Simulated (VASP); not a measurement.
Set up this calculation in VASP 6.6.1, as the native input.

```yaml
Task: single point
Functional: PBE
Dispersion: D3(BJ)
Potentials_or_basis: VASP PAW PBE potentials, release 64 (C, O)
Cutoff: 520 eV
k_mesh: 8 × 8 × 4
Occupations: gaussian, width 0.01 eV
Spin: no spin polarisation
Dipole_correction: no
Further_INCAR_settings: ALGO = Normal; EDIFF = 1e-07; NBANDS = 25
```

The structure of CO2 lies in POSCAR:

```
CO2
1.0
    2.3870577377     -2.1808976826      0.0000000000
    2.3870577377      2.1808976826      0.0000000000
    0.0000000000      0.0000000000      6.0647841882
C O
2 4
Direct
    0.0000000000      0.0000000000      0.0000000000
    0.5000000000      0.5000000000      0.5000000000
    0.7863709600      0.2136290400      0.8850358427
    0.2136290400      0.7863709600      0.1149641573
    0.7136290400      0.2863709600      0.3850358427
    0.2863709600      0.7136290400      0.6149641573
```

These files were run (other wordings do the same):

INCAR

```
PREC = Accurate
ENCUT = 520
EDIFF = 1E-7
ISMEAR = 0
SIGMA = 0.01
LREAL = F
LASPH = T
NELM = 100
ALGO = Normal
ISIF = 2
LWAVE = F
LCHARG = F
GGA = PE
IVDW = 12
NBANDS = 25
```

KPOINTS

```
Automatic mesh
0
Gamma
  8 8 4
```

Potentials or basis: VASP PAW PBE potentials, release 64 (C, O).

Launch:

```sh
$ cat potpaw_PBE.64/C/POTCAR potpaw_PBE.64/O/POTCAR > POTCAR
$ mpirun -np 1 vasp_std > vasp.out
```

Results of the run:

| Property | Result |
| --- | --- |
| Pressure | 11.1 GPa |
| Largest force | 0.657 eV/Å |
| Band gap on the k mesh | 6.21 eV (least direct gap 7.16 eV) |
| Dispersion energy per atom | -0.103 eV |

Caveat: the cell stands under pressure.

Wall time 26 s on 1 thread of Intel(R) Xeon(R) 6975P-C (Granite Rapids) (shared host), peak memory 0.22 GiB.
